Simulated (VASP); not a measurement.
A run of VASP 6.6.1 is set up as follows.

File POSCAR:

```
Au
1.0
    0.0000000000      2.0213418704      2.0213418704
    2.0213418704      0.0000000000      2.0213418704
    2.0213418704      2.0213418704      0.0000000000
Au
1
Direct
    0.0000000000      0.0000000000      0.0000000000
```

File INCAR.step1:

```
SYSTEM = Au
ALGO = Normal ; EDIFF = 1E-5
ENCUT = 520 ; GGA = PE
ISIF = 2 ; ISMEAR = -1
LASPH = .TRUE. ; LREAL = .FALSE.
LWAVE = .TRUE. ; NBANDS = 12
NELM = 80 ; PREC = Accurate
SIGMA = 0.05
```

File INCAR.step2:

```
SYSTEM = Au
ALGO = Normal ; EDIFF = 1E-7
ENCUT = 520 ; GGA = PE
HFSCREEN = 0.2079 ; ISIF = 2
ISMEAR = -1 ; ISTART = 1
LASPH = .TRUE. ; LCHARG = .TRUE.
LELF = .TRUE. ; LHFCALC = .TRUE.
LREAL = .FALSE. ; LVHAR = .TRUE.
LWAVE = .FALSE. ; NBANDS = 12
NELM = 80 ; PREC = Accurate
PRECFOCK = Normal ; SIGMA = 0.05
```

File KPOINTS:

```
k-points
0
G
  6 6 6
  0 0 0
```

Potentials or basis: VASP PAW PBE potentials, release 64 (Au).

The run is started by

```bash
$ cat potpaw_PBE.64/Au/POTCAR > POTCAR
$ cp INCAR.step1 INCAR
$ mpirun -np 1 vasp_std > vasp.out
$ cp INCAR.step2 INCAR
$ mpirun -np 1 vasp_std > vasp.out
```

Question: Predict the band gap on the k mesh.

Answer: Zero (an odd number of electrons rules out a gap without spin polarisation).

Question: Estimate the pressure.

Answer: 12.5 GPa.

Caveat: the k points lie up to 0.45 Å⁻¹ apart, too coarse for converged energies and pressures of a metal; the PAW data sets were made with another functional, which shifts forces and pressure a little; spin-orbit coupling is left out, which moves the levels of the heavy elements.
